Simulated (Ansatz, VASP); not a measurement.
# ZnS: VASP beside Ansatz

The input INCAR:

```
SYSTEM = ZnS
PREC = Accurate
ENCUT = 520
EDIFF = 1E-6
ISMEAR = 0
SIGMA = 0.02
LREAL = .False.
LASPH = .True.
NELM = 100
ALGO = Normal
ISIF = 2
LWAVE = .False.
LCHARG = .True.
GGA = PE
LELF = .True.
LVHAR = .True.
NBANDS = 26
```

KPOINTS

```
Automatic mesh
0
Gamma
  8 8 6
  0 0 0
```

The input POSCAR:

```
ZnS
1.0
    2.7211543721      2.7211543721      0.0000000000
   -2.7211543721      2.7211543721      0.0000000000
    0.0000000000      0.0000000000      5.4423087443
Zn S
2 2
Direct
    0.0000000000      0.0000000000      0.0000000000
    0.5000000000      0.5000000000      0.5000000000
    0.5000000000      0.0000000000      0.7500000000
    0.0000000000      0.5000000000      0.2500000000
```

Input for Ansatz:

```yaml
crystal:
  lattice:
    - [2.7211544115, 2.7211544115, 0.0]
    - [-2.7211544115, 2.7211544115, 0.0]
    - [0.0, 0.0, 5.4423088229]
  atoms:
    - { symbol: Zn, position: [0.0, 0.0, 0.0] }
    - { symbol: Zn, position: [0.5, 0.5, 0.5] }
    - { symbol: S, position: [0.5, 0.0, 0.75] }
    - { symbol: S, position: [0.0, 0.5, 0.25] }
basis:
  ecutwfc: 420
kpoints:
  mp_grid: { grid: [8, 8, 6] }
  band_path: { path: [VBM, CBM], npoints: 2 }
hamiltonian:
  xc: pbe
scf:
  occupations: { method: gaussian, width: 0.02 }
output:
  forces: true
  stress: true
  eigenvalues: true
checkpoint:
  read: start.run
  write: ck
  compress: false
  write_wavefunctions: false
  write_every: 100000
```

Alike in both runs: task single point; functional PBE; k mesh 8 × 8 × 6; occupations gaussian, width 0.02 eV; no spin polarisation.

|  | VASP | Ansatz |
| --- | --- | --- |
| version | VASP 6.6.1 | Ansatz 0.2.0 |
| potentials or method | VASP PAW PBE potentials, release 64 (Zn, S), cutoff 520 eV | scalar-relativistic, plane waves, PAW |
| valence electrons in the cell | 36 | 36 |

|  | VASP | Ansatz | Ansatz less VASP |
| --- | --- | --- | --- |
| gap on the k mesh at the Fermi level (eV) | 2.02 | 2.02 | -0.004 |
| least direct gap on the mesh (eV) | 2.02 | 2.02 | -0.004 |
| pressure (GPa) | 0.2 | 0.0 | -0.14 |
